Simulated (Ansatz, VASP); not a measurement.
**Ga: VASP beside Ansatz**

```
Ga
1.0
     1.46450   -4.10565    0.00000
     1.46450    4.10565    0.00000
     0.00000    0.00000    3.17000
Ga
2
Direct
  0.86700 0.13300 0.25000
  0.13300 0.86700 0.75000
```

Change from the starting cell: equal xx and yy strain of +1 %, crystal datasets.

Alike in both runs: task electric field gradients; functional LDA; k mesh 12 × 12 × 10; occupations fermi-dirac, width 0.08 eV; no spin polarisation.

```csv
,VASP,Ansatz
version,VASP 6.6.1,Ansatz 0.2.0
potentials or method,"VASP PAW LDA potentials, release 64 (Ga_d), cutoff 520 eV","all-electron PAW with datasets made for the crystal, scalar-relativistic"
```

```csv
,VASP,Ansatz,Ansatz less VASP
pressure (GPa),-4.5,-4.6,-0.04
"traceless stress, the component that is largest in VASP (GPa)",-2.01,-2.01,+0.008
rms of the force components (eV/Å),0.100,0.098,-0.0018
size of Vzz on the site where it differs most (V/Å²),27.2,27.9,+0.77
```

LDA's correlation is that of Perdew and Zunger in VASP and of Perdew and Wang (1992) in Ansatz. Atom by atom the forces differ by 0.002 eV/Å (rms over components). Ansatz ran all-electron here, and VASP with PAW potentials. Ansatz's warnings: printed levels off.
